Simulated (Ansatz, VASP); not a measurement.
Na: VASP beside Ansatz

INCAR

```
PREC = Accurate ; ENCUT = 520
EDIFF = 1E-6 ; ISMEAR = -1
SIGMA = 0.1 ; LREAL = F
LASPH = T ; NELM = 100
ALGO = Normal ; ISIF = 2
LWAVE = F ; LCHARG = F
NBANDS = 14
```

The input KPOINTS:

```
Automatic mesh
0
Gamma
  9 9 9
```

The input POSCAR:

```
Na
1.0
    0.0000000000      3.6893687932      3.6893687932
    3.6893687932      0.0000000000      3.6893687932
    3.6893687932      3.6893687932      0.0000000000
Na
2
Direct
    0.1250000000      0.1250000000      0.1250000000
    0.8750000000      0.8750000000      0.8750000000
```

Input for Ansatz:

```yaml
crystal:
  lattice:
    - [0.0, 3.6893687932, 3.6893687932]
    - [3.6893687932, 0.0, 3.6893687932]
    - [3.6893687932, 3.6893687932, 0.0]
  atoms:
    - { symbol: Na, position: [0.125, 0.125, 0.125] }
    - { symbol: Na, position: [0.875, 0.875, 0.875] }
hamiltonian:
  xc: lda
  pseudopotentials:
    kind: paw
    azcp:
      Na: "pseudopotentials/Na.paw.azcp"
basis:
  ecutwfc: 420
  fft_grid_basis: typed
kpoints:
  mp_grid: { grid: [9, 9, 9], shift: [0, 0, 0] }
magnetization:
  spin_polarized: false
scf:
  occupations: { method: fermi_dirac, width: 0.1 }
  lower_state_search: "off"
output:
  stress: true
```

Alike in both runs: task single point; functional LDA; k mesh 9 × 9 × 9; occupations fermi-dirac, width 0.1 eV; no spin polarisation.

|  | VASP | Ansatz |
| --- | --- | --- |
| version | VASP 6.6.1 | Ansatz 0.2.0 |
| potentials or method | VASP PAW LDA potentials, release 64 (Na_pv), cutoff 520 eV | plane waves (420 eV) with PAW, scalar-relativistic |
| valence electrons in the cell | 14 | 18 |

```csv
,VASP,Ansatz,Ansatz less VASP
pressure (GPa),-0.1,-0.1,+0.01
```

Ansatz warns that its potentials were made for another functional, while VASP's fit it. LDA's correlation is that of Perdew and Zunger in VASP and of Perdew and Wang (1992) in Ansatz. VASP's potentials hold 14 valence electrons a cell and Ansatz's 18, so a difference there can come from the potentials and not from the codes.
